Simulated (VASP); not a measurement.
A run of VASP 6.6.1 is set up as follows.

The input INCAR:

```
  ALGO = Normal
  EDIFF = 1E-7
  EDIFFG = -0.005
  ENCUT = 600
  IBRION = 2
  ISIF = 3
  ISMEAR = 0
  LASPH = True
  LCHARG = False
  LREAL = False
  LWAVE = False
  NELM = 60
  NSW = 70
  PREC = Accurate
  SIGMA = 0.02
```

KPOINTS

```
k-points
0
Gamma
  8 8 8
```

The input POSCAR:

```
KTaO3
1.0
    4.0243806737      0.0000000000      0.0000000000
    0.0000000000      4.0243806737      0.0000000000
    0.0000000000      0.0000000000      4.0243806737
K Ta O
1 1 3
Direct
    0.5000000000      0.5000000000      0.5000000000
    0.0000000000      0.0000000000      0.0000000000
    0.5000000000      0.0000000000      0.0000000000
    0.0000000000      0.5000000000      0.0000000000
    0.0000000000      0.0000000000      0.5000000000
```

Potentials or basis: VASP PAW LDA potentials, release 64 (K_sv, Ta_pv, O).

Command:

```bash
$ cat potpaw_LDA.64/K_sv/POTCAR potpaw_LDA.64/Ta_pv/POTCAR potpaw_LDA.64/O/POTCAR > POTCAR
$ mpirun -np 1 vasp_std > vasp.out
```

(1) What does it give for the relaxed volume?

(2) Estimate the band gap on the k mesh.

(3) What does it give for the space group after relaxing (to 0.05 Å)?

## Answers

(1) 12.40 Å³/atom.

(2) 2.07 eV, indirect (least direct gap 2.68 eV).

(3) Pm-3m (No. 221).

Caveat: spin-orbit coupling is left out, which moves the levels of the heavy elements.
